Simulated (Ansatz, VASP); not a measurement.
One calculation of InAsS4, two programs

```
In As S
1.0
     3.74212    0.00000    0.00000
     0.00000    3.74212    0.00000
     0.00000    0.00000   10.14499
In As S
1 1 4
Cartesian
  0.0000 0.0000 0.0000
  1.8711 1.8711 5.0725
  0.0000 0.0000 6.1126
  1.8711 1.8711 1.0988
  1.8711 1.8711 9.0462
  0.0000 0.0000 4.0324
```

Change from the starting cell: species swapped into the CeDyC4 type (P4/mmm, No. 123).

Alike in both runs: functional PBE; k mesh 6 × 6 × 2; occupations gaussian, width 0.1 eV; no spin polarisation.

Ansatz relaxed the structure, and its values are those at the end. VASP's run is a single point on that final structure, the one shown.

|  | VASP | Ansatz |
| --- | --- | --- |
| version | VASP 6.6.1 | Ansatz 0.2.0 |
| potentials or method | VASP PAW PBE potentials, release 64 (In_d, As, S), cutoff 520 eV | scalar-relativistic, plane waves, PAW |
| valence electrons in the cell | 42 | 52 |

```tsv
	VASP	Ansatz	Ansatz less VASP
gap on the k mesh at the Fermi level (eV)	none	none	-
pressure (GPa)	-0.3	0.0	+0.23
rms of the force components (eV/Å)	0.055	0.007	-0.0484
```

A gap of «none» marks a metal or a gap that the smearing closes. The functional is the same, so the differences come from potentials, cutoffs and numerics. VASP's potentials hold 42 valence electrons a cell and Ansatz's 52, so a difference there can come from the potentials and not from the codes.
